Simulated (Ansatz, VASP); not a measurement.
NaF in VASP and in Ansatz

Contents of INCAR:

```
ALGO = Normal
EDIFF = 1E-6
ENCUT = 520
ISIF = 2
ISMEAR = 0
LASPH = True
LCHARG = False
LREAL = False
LWAVE = False
NBANDS = 14
NELM = 60
PREC = Accurate
SIGMA = 0.05
```

KPOINTS

```
k-points
0
Gamma
  8 8 8
```

POSCAR

```
NaF
1.0
    0.0000000000      2.3813825000      2.3813825000
    2.3813825000      0.0000000000      2.3813825000
    2.3813825000      2.3813825000      0.0000000000
Na F
1 1
Direct
    0.0000000000      0.0000000000      0.0000000000
    0.5000000000      0.5000000000      0.5000000000
```

Input for Ansatz:

```yaml
crystal:
  lattice:
    - [0.0, 2.3813825, 2.3813825]
    - [2.3813825, 0.0, 2.3813825]
    - [2.3813825, 2.3813825, 0.0]
  atoms:
    - { symbol: Na, position: [0.0, 0.0, 0.0] }
    - { symbol: F, position: [0.5, 0.5, 0.5] }
basis:
  ecutwfc: 420
kpoints:
  mp_grid: { grid: [8, 8, 8] }
hamiltonian:
  xc: lda
scf:
  occupations: { method: gaussian, width: 0.05 }
output:
  forces: true
  stress: true
  eigenvalues: true
```

Change from the starting cell: strain +0.025 along x and y, +0.025 along z, atoms carried along.

Alike in both runs: task single point; functional LDA; k mesh 8 × 8 × 8; occupations gaussian, width 0.05 eV; no spin polarisation.

```csv
,VASP,Ansatz
version,VASP 6.6.1,Ansatz 0.2.0
potentials or method,"VASP PAW LDA potentials, release 64 (Na_pv, F), cutoff 520 eV","scalar-relativistic, plane waves, PAW"
valence electrons in the cell,14,16
```

```tsv
	VASP	Ansatz	Ansatz less VASP
gap on the k mesh at the Fermi level (eV)	5.55	5.57	+0.020
least direct gap on the mesh (eV)	5.55	5.57	+0.020
pressure (GPa)	-7.1	-7.0	+0.12
```

LDA's correlation is that of Perdew and Zunger in VASP and of Perdew and Wang (1992) in Ansatz. VASP's potentials hold 14 valence electrons a cell and Ansatz's 16, so a difference there can come from the potentials and not from the codes.
